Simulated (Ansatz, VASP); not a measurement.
# One calculation of ZnCdO, two programs

```xyz
6
Lattice="3.5119 0.0000 0.0000 0.0000 3.5119 0.0000 0.0000 0.0000 10.3402" Properties=species:S:1:pos:R:3 pbc="T T T"
Zn    1.7560    1.7560    0.0000
Zn    1.7560    1.7560    5.1701
Cd    0.0000    0.0000    2.5851
Cd    0.0000    0.0000    7.7552
O     0.0000    1.7560    0.0000
O     1.7560    0.0000    5.1701
```

Change from the starting cell: species swapped into the CaNiN type (P4_2/mmc, No. 131).

Alike in both runs: functional PBE; k mesh 6 × 6 × 4; occupations gaussian, width 0.1 eV; no spin polarisation.

Ansatz relaxed the structure, and its values are those at the end. VASP's run is a single point on that final structure, the one shown.

|  | VASP | Ansatz |
| --- | --- | --- |
| version | VASP 6.6.1 | Ansatz 0.2.0 |
| potentials or method | VASP PAW PBE potentials, release 64 (Zn, Cd, O), cutoff 520 eV | scalar-relativistic, plane waves, PAW |
| valence electrons in the cell | 60 | 76 |

|  | VASP | Ansatz | Ansatz less VASP |
| --- | --- | --- | --- |
| gap on the k mesh at the Fermi level (eV) | none | none | - |
| pressure (GPa) | 0.6 | 0.1 | -0.54 |

A gap of «none» marks a metal or a gap that the smearing closes. With one functional, cell and mesh, what is left measures potentials, basis and numerics. VASP's potentials hold 60 valence electrons a cell and Ansatz's 76, so a difference there can come from the potentials and not from the codes.
